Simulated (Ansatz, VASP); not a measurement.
One calculation of As, two programs

INCAR

```
SYSTEM = As
ALGO = Normal
EDIFF = 1E-6
EDIFFG = -0.005
ENCUT = 600
GGA = PE
GGA_COMPAT = .False.
IBRION = 2
ISIF = 3
ISMEAR = -1
LASPH = .True.
LCHARG = .False.
LORBIT = 11
LORBMOM = .True.
LREAL = .False.
LSORBIT = .True.
LWAVE = .False.
MAGMOM = 0 0 0 0 0 0
NELM = 150
NSW = 45
PREC = Accurate
SIGMA = 0.05
```

File KPOINTS:

```
k-points
0
Gamma
  16 16 9
  0 0 0
```

Contents of POSCAR:

```
As
1.0
    3.0548957246      0.0000000000      0.0000000000
   -1.5274478623      2.6456173034      0.0000000000
    0.0000000000      0.0000000000      4.7628956571
As
2
Direct
    0.3333333333      0.6666666667      0.2500000000
    0.6666666667      0.3333333333      0.7500000000
```

Input for Ansatz:

```yaml
crystal:
  lattice:
    - [3.0548957246, 0.0, 0.0]
    - [-1.5274478623, 2.6456173034, 0.0]
    - [0.0, 0.0, 4.7628956571]
  atoms:
    - { symbol: As, position: [0.3333333333, 0.6666666667, 0.25] }
    - { symbol: As, position: [0.6666666667, 0.3333333333, 0.75] }
kpoints:
  mp_grid: { grid: [16, 16, 9] }
scf:
  occupations: { method: fermi_dirac, width: 0.05 }
hamiltonian:
  xc: pbe
  pseudopotentials: { kind: all_electron, lapw: { basis_error: 0.0005 } }
output:
  forces: true
  stress: true
  eigenvalues: true
  populations: true
relax:
  f_tol: 0.005
  max_steps: 25
  cell: {}
magnetization:
  noncollinear: true
  spin_orbit: true
```

Alike in both runs: task relaxation of cell and atoms; functional PBE; k mesh 16 × 16 × 9; occupations fermi-dirac, width 0.05 eV; non-collinear spin, spin-orbit coupling.

|  | VASP | Ansatz |
| --- | --- | --- |
| version | VASP 6.6.1 | Ansatz 0.2.0 |
| potentials or method | VASP PAW PBE potentials, release 64 (As), cutoff 600 eV | all-electron LAPW |

|  | VASP | Ansatz | Ansatz less VASP |
| --- | --- | --- | --- |
| net moment per atom (μB) | 0.00 | 0.00 | 0.000 |
| relaxed volume (Å³/atom) | 19.25 | 19.25 | 0.000 |
| relaxed cell length with the largest relative difference (Å) | 3.055 | 3.055 | 0.0000 |

Ansatz ran all-electron here, and VASP with PAW potentials.

Noted on VASP's run: the relaxation stopped at its first step, so nothing moved.
